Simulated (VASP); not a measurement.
Runs of VASP 6.6.1 on Si. The structure is that of space group Fm-3m (No. 225), or close to it. The cells are those of the table. This isn't the form of Si at room conditions, which is diamond.

```tsv
cell	gap on the mesh (eV)	pressure (GPa)
a = 2.718 Å, angles 60.0°, 1 atom	none	1.7
a = 2.790 Å, angles 60.0°, 1 atom	none	-4.3
a = 2.772 Å, angles 60.0°, 1 atom	none	(a)
a = 2.754 Å, angles 60.0°, 1 atom	none	(b)
a = 2.736 Å, angles 60.0°, 1 atom	none	-0.1
```

Alike in all rows: task single point; level PBE; potentials or basis VASP PAW PBE potentials, release 64 (Si); no spin polarisation; k mesh 48 × 48 × 48; cutoff (eV) 500; smearing fermi-dirac 0.0612256 eV.

**Question.** Fill in the values left out.

**Answer.** (a) -3.1; (b) -1.6.

Caveats: the cell stands under tension (at least some runs).

A gap of «none» marks levels without a gap at the run's occupations.
